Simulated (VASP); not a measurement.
# Si2Ni: single point with PBE+U

Si2Ni:

```
Ni Si
1.0
     0.00000    2.72424    2.72424
     2.72424    0.00000    2.72424
     2.72424    2.72424    0.00000
Ni Si
1 2
Direct
  0.00000 0.00000 0.00000
  0.75000 0.75000 0.75000
  0.25000 0.25000 0.25000
```

```json
{
 "Program": "VASP 6.6.1",
 "Task": "single point",
 "Functional": "PBE",
 "Potentials or basis": "VASP PAW PBE potentials, release 64 (Ni, Si)",
 "Cutoff": "520 eV",
 "k mesh": "9 × 9 × 9",
 "Occupations": "fermi-dirac, width 0.05 eV",
 "Spin": "collinear spin, ferromagnetic start",
 "Starting moments": "[1.0, 0.0, 0.0] μB",
 "Hubbard terms": "Ni d U = 3.0 eV",
 "Dipole correction": "no",
 "Further INCAR settings": "ALGO = Normal; EDIFF = 1e-07; NBANDS = 20"
}
```

| Item | Value |
| --- | --- |
| Pressure | -2.4 GPa |
| Band gap on the k mesh | zero (filled and empty bands overlap) |
| Net moment | 0.00 μB per cell |
| Valence electrons inside the program's atomic spheres | Ni 9.86; Si 1.57 |

Levels at points of the mesh, in eV from the Fermi level:
Spin up:
```csv
k point,band 6,band 7,band 8,band 9,band 10,band 11,band 12,band 13
"(0.00, 0.00, 0.00)",-3.72,-0.37,1.67,1.67,1.67,2.56,2.56,2.56
```
Spin down:
```csv
k point,band 5,band 6,band 7,band 8,band 9,band 10,band 11,band 12,band 13,band 14
"(0.00, 0.00, 0.00)",-3.72,-3.72,-0.37,1.67,1.67,1.67,2.56,2.56,2.56,4.79
```

Eigenvalues of the final occupation matrices:
```csv
site,spin,trace,eigenvalues
site 1 d,1,4.31,0.84 0.84 0.84 0.90 0.90
site 1 d,2,4.31,0.84 0.84 0.84 0.90 0.90
```

Wall time 37 s on 1 thread of Intel(R) Xeon(R) 6975P-C (Granite Rapids), on a shared host, peak memory 0.2 GiB.

Caveat: the U is typed as a test and isn't derived for this compound. The state reached can hang on the start; a lower one may exist.
